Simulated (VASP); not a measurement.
# SiO2 (P4_2/mnm) in VASP: further runs, part 3 of 3

VASP 6.6.1.

### 5 Electric field gradients, PBEsol (volume scaled by 0.98)

INCAR reads:

```
PREC = Accurate
ENCUT = 520
EDIFF = 1E-8
ISMEAR = -1
SIGMA = 0.03
LREAL = F
LASPH = T
NELM = 80
ALGO = Normal
ISIF = 2
LWAVE = F
LCHARG = F
GGA = PS
LEFG = T
NBANDS = 25
```

KPOINTS reads:

```
regular mesh
0
Gamma
  6 6 9
```

POSCAR reads:

```
SiO2
1.0
    4.1520447923      0.0000000000      0.0000000000
    0.0000000000      4.1520447923      0.0000000000
    0.0000000000      0.0000000000      2.6498947625
Si O
2 4
Direct
    0.0000000000      0.0000000000      0.0000000000
    0.5000000000      0.5000000000      0.5000000000
    0.3067000000      0.3067000000      0.0000000000
    0.1933000000      0.8067000000      0.5000000000
    0.6933000000      0.6933000000      0.0000000000
    0.8067000000      0.1933000000      0.5000000000
```

Potentials or basis: VASP PAW PBE potentials, release 64 (Si, O).

Command:

```sh
$ cat potpaw_PBE.64/Si/POTCAR potpaw_PBE.64/O/POTCAR > POTCAR
$ mpirun -np 1 vasp_std > vasp.out
```

OUTCAR:

```text
PREC = Accurate
   ENCUT = 520
   EDIFF = 1E-8
   ISMEAR = -1
   LREAL = F
   LASPH = T
   NELM = 80
   ISIF = 2
   GGA = PS

 ion  position               nearest neighbor table
   1  0.000  0.000  0.000-   4 1.74   6 1.74   4 1.74   6 1.74   5 1.80   3 1.80
   2  0.500  0.500  0.500-   3 1.74   5 1.74   3 1.74   5 1.74   4 1.80   6 1.80
   3  0.307  0.307  0.000-   2 1.74   2 1.74   1 1.80
   4  0.193  0.807  0.500-   1 1.74   1 1.74   2 1.80
   5  0.693  0.693  0.000-   2 1.74   2 1.74   1 1.80
   6  0.807  0.193  0.500-   1 1.74   1 1.74   2 1.80

  LATTYP: Found a simple tetragonal cell.
 ALAT       =     4.1520447923
 C/A-ratio  =     0.6382143968
[... 913 lines left out ...]
   2       9.329     9.329   -18.657   -13.373     0.000     0.000
   3     -22.779   -22.779    45.559    81.720    -0.000    -0.000
   4     -22.779   -22.779    45.559   -81.720     0.000    -0.000
   5     -22.779   -22.779    45.559    81.720    -0.000    -0.000
   6     -22.779   -22.779    45.559   -81.720     0.000     0.000
---------------------------------------------------------------------

 Electric field gradients after diagonalization (V/A^2)
 (convention: |V_zz| > |V_xx| > |V_yy|)
----------------------------------------------------------------------
 ion       V_xx      V_yy      V_zz     asymmetry (V_yy - V_xx)/ V_zz
----------------------------------------------------------------------
   1     -18.657    -4.045    22.702       0.644
   2     -18.657    -4.045    22.702       0.644
   3      58.941    45.559  -104.500       0.128
   4      58.941    45.559  -104.500       0.128
   5      58.941    45.559  -104.500       0.128
   6      58.941    45.559  -104.500       0.128
----------------------------------------------------------------------

           NMR quadrupolar parameters

 Cq : quadrupolar parameter    Cq=e*Q*V_zz/h
 eta: asymmetry parameters     (V_yy - V_xx)/ V_zz
 Q  : nuclear electric quadrupole moment in mb (millibarn)
----------------------------------------------------------------------
 ion       Cq(MHz)       eta       Q (mb)
----------------------------------------------------------------------
   1       0.055       0.644       1.000
   2       0.055       0.644       1.000
   3      -0.253       0.128       1.000
   4      -0.253       0.128       1.000
   5      -0.253       0.128       1.000
   6      -0.253       0.128       1.000
----------------------------------------------------------------------
```

Run time: 19 s. Hardware: 1 thread of Intel Xeon 6975P-C (Granite Rapids), shared host; peak memory 0.17 GiB.

Results:

```
Free energy            : -48.9241 eV
Pressure               : 11.8 GPa
Largest force          : 0.386 eV/Å
Band gap on the k mesh : 5.95 eV, direct
```

Forces on the atoms (eV/Å):
```
Si   0.000  0.000  0.000
Si   0.000  0.000  0.000
O   -0.273 -0.273  0.000
O    0.273 -0.273  0.000
O    0.273  0.273  0.000
O   -0.273  0.273  0.000
```

Electric field gradients, principal values (V/Å²):
| atom | least | middle | greatest (by size) |
| --- | --- | --- | --- |
| 1 Si | -4.045 | -18.657 | 22.702 |
| 2 Si | -4.045 | -18.657 | 22.702 |
| 3 O | 45.559 | 58.941 | -104.500 |
| 4 O | 45.559 | 58.941 | -104.500 |
| 5 O | 45.559 | 58.941 | -104.500 |
| 6 O | 45.559 | 58.941 | -104.500 |

Caveat: the cell differs from its parent crystal (volume scaled by 0.98); without QUAD_EFG the Cq values of the log hold for a quadrupole moment of 1 mb, not for the nuclei; the PAW data sets were made with another functional, which shifts forces and pressure a little.

### 6 Electric field gradients, PBEsol

This run uses another cell than the first one, of 7.77 Å³/atom, 1.064 times its volume.

INCAR reads:

```
SYSTEM = SiO2
ALGO     = Normal         ! electronic algorithm
EDIFF    = 1E-8           ! SCF threshold, eV
ENCUT    = 520            ! plane-wave cutoff, eV
GGA      = PS             ! functional
ISIF     = 2              ! what is computed and relaxed
ISMEAR   = -1             ! smearing method
LASPH    = .True.         ! aspherical terms in the spheres
LCHARG   = .False.        ! write CHGCAR
LEFG     = .True.       
LREAL    = .False.        ! projectors in reciprocal space
LWAVE    = .False.        ! write WAVECAR
NBANDS   = 25             ! bands
NELM     = 60             ! most SCF steps
PREC     = Accurate       ! precision mode
SIGMA    = 0.03           ! smearing width, eV
```

KPOINTS reads:

```
k-points
0
Gamma
  6 6 9
  0 0 0
```

Edit POSCAR of step 5 so:

```diff
@@ -2,5 +2,5 @@
 1.0
-    4.1520447923      0.0000000000      0.0000000000
-    0.0000000000      4.1520447923      0.0000000000
-    0.0000000000      0.0000000000      2.6498947625
+    4.1801000000      0.0000000000      0.0000000000
+    0.0000000000      4.1801000000      0.0000000000
+    0.0000000000      0.0000000000      2.6678000000
 Si O
```

Potentials or basis: VASP PAW PBE potentials, release 64 (Si, O).

Command:

```sh
$ cat potpaw_PBE.64/Si/POTCAR potpaw_PBE.64/O/POTCAR > POTCAR
$ mpirun -np 1 vasp_std > vasp.out
```

OUTCAR:

```text
SYSTEM = SiO2
   EDIFF = 1E-8
   ENCUT = 520
   GGA = PS
   ISIF = 2
   ISMEAR = -1
   LASPH = .True.
   LREAL = .False.
   NELM = 60
   PREC = Accurate

 ion  position               nearest neighbor table
   1  0.000  0.000  0.000-   4 1.76   6 1.76   4 1.76   6 1.76   5 1.81   3 1.81
   2  0.500  0.500  0.500-   3 1.76   5 1.76   3 1.76   5 1.76   4 1.81   6 1.81
   3  0.307  0.307  0.000-   2 1.76   2 1.76   1 1.81
   4  0.193  0.807  0.500-   1 1.76   1 1.76   2 1.81
   5  0.693  0.693  0.000-   2 1.76   2 1.76   1 1.81
   6  0.807  0.193  0.500-   1 1.76   1 1.76   2 1.81

  LATTYP: Found a simple tetragonal cell.
 ALAT       =     4.1801000000
 C/A-ratio  =     0.6382143968

  Lattice vectors:

 A1 = (   4.1801000000,   0.0000000000,   0.0000000000)
 A2 = (   0.0000000000,   4.1801000000,   0.0000000000)
 A3 = (   0.0000000000,   0.0000000000,   2.6678000000)

Analysis of symmetry for initial positions (statically):
=====================================================================
 Subroutine PRICEL returns:
 Original cell was already a primitive cell.

 Routine SETGRP: Setting up the symmetry group for a
 simple tetragonal supercell.

 Subroutine GETGRP returns: Found 16 space group operations
 (whereof  8 operations were pure point group operations)
 out of a pool of 16 trial point group operations.

The static configuration has the point symmetry D_2h.
 The point group associated with its full space group is D_4h.

Analysis of symmetry for dynamics (positions and initial velocities):
=====================================================================
 Subroutine PRICEL returns:
 Original cell was already a primitive cell.

 Routine SETGRP: Setting up the symmetry group for a
 simple tetragonal supercell.

 Subroutine GETGRP returns: Found 16 space group operations
 (whereof  8 operations were pure point group operations)
 out of a pool of 16 trial point group operations.

The dynamic configuration has the point symmetry D_2h.
 The point group associated with its full space group is D_4h.

 Subroutine INISYM returns: Found 16 space group operations
 (whereof  8 operations are pure point group operations),
 and found     1 'primitive' translations

----------------------------------------------------------------------------------------

                                     Primitive cell

  volume of cell :      46.6151

  direct lattice vectors                    reciprocal lattice vectors
     4.180100000  0.000000000  0.000000000     0.239228727  0.000000000  0.000000000
     0.000000000  4.180100000  0.000000000     0.000000000  0.239228727  0.000000000
     0.000000000  0.000000000  2.667800000     0.000000000  0.000000000  0.374840693

  length of vectors
     4.180100000  4.180100000  2.667800000     0.239228727  0.239228727  0.374840693

  position of ions in fractional coordinates (direct lattice)
     0.000000000  0.000000000  0.000000000
     0.500000000  0.500000000  0.500000000
     0.306700000  0.306700000  0.000000000
     0.193300000  0.806700000  0.500000000
     0.693300000  0.693300000  0.000000000
[... 107 lines left out ...]
   GGA     = PS    functional components
   LHFCALC =     F    Hartree Fock is set to
   AEXX    =    0.0000 exact exchange contribution
   IVDW    =     0    specifies the selected vdW correction
   LEPSILON=     F    determine dielectric tensor
   LRPA    =     F    only Hartree local field effects (RPA)
 non-spin polarized calculation
  energy-cutoff  :      520.00
  volume of cell :       46.62
 maximum number of plane-waves:      1272
 NGX is ok and might be reduce to    32
   NGX = 15   NGY = 15   NGZ =  9

 number of electron      31.9999977 magnetization

 Free energy of the ion-electron system (eV)
  ---------------------------------------------------
  ext. energy  EPLUGINS =         0.00000000
  ---------------------------------------------------
  free energy    TOTEN  =       -48.97367105 eV

  energy without entropy =      -48.97367105  energy(sigma->0) =      -48.97367105

 E-fermi :   8.7235     XC(G=0): -12.5220

 val. band max:        8.1455759849   @ k =   0.0000   0.0000   0.0000
 cond. band min:      13.7270621961   @ k =   0.0000   0.0000   0.0000
 fundamental gap:      5.5814862113
 Fermi energy:         8.7234735852

 k-point     1 :       0.0000    0.0000    0.0000
  band No.  band energies     occupation
      1     -14.4198      2.00000
      2     -10.7198      2.00000
      3     -10.7198      2.00000
      4     -10.5295      2.00000
      5      -2.7368      2.00000
      6       1.6683      2.00000
[... 661 lines left out ...]
     24      20.6635      0.00000
     25      21.9059      0.00000

 [... further k-points ...]

------------------------ aborting loop because EDIFF is reached ----------------------------------------

  FORCE on cell =-STRESS in cart. coord.  units (eV):
  Direction    XX          YY          ZZ          XY          YZ          ZX
  --------------------------------------------------------------------------------------
  -------------------------------------------------------------------------------------
  Total        1.2042859      1.2042859      1.6583019     -0.0000000      0.0000000      0.0000000
  in kB       41.3917310     41.3917310     56.9964174     -0.0000000      0.0000000      0.0000000
  external PRESSURE =      46.5932932 kB  Pullay stress =       0.0000000 kB

 VOLUME and BASIS-vectors are now :
 -----------------------------------------------------------------------------
  energy-cutoff  :      520.00
  volume of cell :       46.62
      direct lattice vectors                 reciprocal lattice vectors
     4.180100000  0.000000000  0.000000000     0.239228727  0.000000000  0.000000000
     0.000000000  4.180100000  0.000000000     0.000000000  0.239228727  0.000000000
     0.000000000  0.000000000  2.667800000     0.000000000  0.000000000  0.374840693

 POSITION                                       TOTAL-FORCE (eV/Angst)
 -----------------------------------------------------------------------------------
      0.00000      0.00000      0.00000         0.000000     -0.000000     -0.000000
      2.09005      2.09005      1.33390         0.000000     -0.000000     -0.000000
      1.28204      1.28204      0.00000        -0.165763     -0.165763      0.000000
      0.80801      3.37209      1.33390         0.165763     -0.165763      0.000000
      2.89806      2.89806      0.00000         0.165763      0.165763     -0.000000
      3.37209      0.80801      1.33390        -0.165763      0.165763     -0.000000
 -----------------------------------------------------------------------------------
    total drift:                                0.000000      0.000000      0.000000

  FREE ENERGIE OF THE ION-ELECTRON SYSTEM (eV)
  ---------------------------------------------------
  free  energy   TOTEN  =       -48.9736710488 eV

  energy  without entropy=      -48.9736710488  energy(sigma->0) =      -48.97367105

 Electric field gradients (V/A^2)
---------------------------------------------------------------------
 ion       V_xx      V_yy      V_zz      V_xy      V_xz      V_yz
---------------------------------------------------------------------
   1       9.216     9.216   -18.431    13.213     0.000     0.000
   2       9.216     9.216   -18.431   -13.213     0.000     0.000
   3     -23.256   -23.256    46.512    83.499    -0.000    -0.000
   4     -23.256   -23.256    46.512   -83.499     0.000    -0.000
   5     -23.256   -23.256    46.512    83.499    -0.000    -0.000
   6     -23.256   -23.256    46.512   -83.499     0.000    -0.000
---------------------------------------------------------------------

 Electric field gradients after diagonalization (V/A^2)
 (convention: |V_zz| > |V_xx| > |V_yy|)
----------------------------------------------------------------------
 ion       V_xx      V_yy      V_zz     asymmetry (V_yy - V_xx)/ V_zz
----------------------------------------------------------------------
   1     -18.431    -3.997    22.428       0.644
   2     -18.431    -3.997    22.428       0.644
   3      60.243    46.512  -106.755       0.129
   4      60.243    46.512  -106.755       0.129
   5      60.243    46.512  -106.755       0.129
   6      60.243    46.512  -106.755       0.129
----------------------------------------------------------------------

           NMR quadrupolar parameters

 Cq : quadrupolar parameter    Cq=e*Q*V_zz/h
 eta: asymmetry parameters     (V_yy - V_xx)/ V_zz
 Q  : nuclear electric quadrupole moment in mb (millibarn)
----------------------------------------------------------------------
 ion       Cq(MHz)       eta       Q (mb)
----------------------------------------------------------------------
   1       0.054       0.644       1.000
   2       0.054       0.644       1.000
   3      -0.258       0.129       1.000
   4      -0.258       0.129       1.000
   5      -0.258       0.129       1.000
   6      -0.258       0.129       1.000
----------------------------------------------------------------------
```

Wall time 39 s (1 thread of Intel Xeon Platinum 8259CL at 2.50GHz (Skylake/Cascade Lake), shared host); peak memory 0.17 GiB.

What came out:

```
Free energy            : -48.9737 eV
Pressure               : 4.7 GPa
Largest force          : 0.234 eV/Å
Band gap on the k mesh : 5.58 eV, direct
```

Forces in eV/Å, atoms in the order of the input:
```
Si   0.000  0.000  0.000
Si   0.000  0.000  0.000
O   -0.166 -0.166  0.000
O    0.166 -0.166  0.000
O    0.166  0.166  0.000
O   -0.166  0.166  0.000
```

Stress tensor (GPa, compression positive):
```
4.14 0.00 0.00
0.00 4.14 0.00
0.00 0.00 5.70
```

Electric field gradients, principal values (V/Å²):
```csv
atom,least,middle,greatest (by size)
1 Si,-3.997,-18.431,22.428
2 Si,-3.997,-18.431,22.428
3 O,46.512,60.243,-106.755
4 O,46.512,60.243,-106.755
5 O,46.512,60.243,-106.755
6 O,46.512,60.243,-106.755
```

Caveat: without QUAD_EFG the Cq values of the log hold for a quadrupole moment of 1 mb, not for the nuclei; the PAW data sets were made with another functional, which shifts forces and pressure a little.

### 7 The runs side by side

| cell | gap on the mesh (eV) | pressure (GPa) | largest force (eV/Å) |
| --- | --- | --- | --- |
| a = 4.095, b = 4.095, c = 2.613 Å, 6 atoms | 6.72 | 28.3 | 0.72 |
| a = 4.124, b = 4.124, c = 2.632 Å, 6 atoms | 6.33 | 19.6 | 0.55 |
| a = 4.152, b = 4.152, c = 2.650 Å, 6 atoms | 5.95 | 11.8 | 0.39 |
| a = 4.180, b = 4.180, c = 2.668 Å, 6 atoms | 5.58 | 4.7 | 0.23 |

Alike in all rows: task electric field gradients; level PBEsol; potentials or basis VASP PAW PBE potentials, release 64 (Si, O); no spin polarisation; k mesh 6 × 6 × 9; cutoff (eV) 520; smearing fermi-dirac 0.03 eV.

Caveats: the PAW data sets were made with another functional, which shifts forces and pressure a little.

Total energies depend on the potentials used, so only differences within one code and one set of settings carry meaning.
